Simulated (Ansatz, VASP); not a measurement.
N: VASP beside Ansatz

```
N
1.0
     9.00000    0.00000    0.00000
     0.00000    9.50000    0.00000
     0.00000    0.00000   10.00000
N
2
Direct
  0.50000 0.50000 0.44534
  0.50000 0.50000 0.55466
```

Alike in both runs: functional LDA; k mesh 1 × 1 × 1; occupations gaussian, width 0.02 eV; no spin polarisation.

Ansatz relaxed the structure, and its values are those at the end. VASP's run is a single point on that final structure, the one shown.

|  | VASP | Ansatz |
| --- | --- | --- |
| version | VASP 6.6.1 | Ansatz 0.2.0 |
| potentials or method | VASP PAW LDA potentials, release 64 (N_h), cutoff 1000 eV | plane waves, PAW |
| valence electrons in the cell | 10 | 10 |

```tsv
	VASP	Ansatz	Ansatz less VASP
rms of the force components (eV/Å)	0.176	0.005	-0.1705
```

LDA's correlation is that of Perdew and Zunger in VASP and of Perdew and Wang (1992) in Ansatz. One of these differences is far larger than is usual between the two programs; its cause wasn't traced. Ansatz's warnings: stress scf threshold loose.
